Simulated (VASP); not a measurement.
Here is a VASP 6.6.1 calculation.

INCAR

```
ALGO = Normal
EDIFF = 1E-6
ENCUT = 520
GGA = PS
ISIF = 2
ISMEAR = -1
LASPH = T
LCHARG = F
LREAL = F
LWAVE = F
NBANDS = 19
NELM = 60
PREC = Accurate
SIGMA = 0.02
```

The input KPOINTS:

```
k-points
0
Gamma
  6 6 6
```

The input POSCAR:

```
TiTe2
1.0
    1.8876707345      1.0898472067      6.8686281622
   -1.8876707345      1.0898472067      6.8686281622
    0.0000000000     -2.1796944134      6.8686281622
Ti Te
1 2
Direct
    0.0000000000      0.0000000000      0.0000000000
    0.2506047259      0.2506047259      0.2506047259
    0.7493952741      0.7493952741      0.7493952741
```

Potentials or basis: VASP PAW PBE potentials, release 64 (Ti_sv, Te).

Run with:

```sh
$ cat potpaw_PBE.64/Ti_sv/POTCAR potpaw_PBE.64/Te/POTCAR > POTCAR
$ mpirun -np 1 vasp_std > vasp.out
```

**Question.** Estimate the pressure.

**Answer.** -1.9 GPa.

**Question.** Predict the band gap on the k mesh.

**Answer.** Zero (bands 12 and 13 overlap by 0.63 eV).

Forces on the atoms (eV/Å):
```
Ti   0.000  0.000  0.000
Te   0.000  0.000  0.077
Te   0.000  0.000 -0.077
```

Caveat: the PAW data sets were made with another functional, which shifts forces and pressure a little; spin-orbit coupling is left out, which moves the levels of the heavy elements.
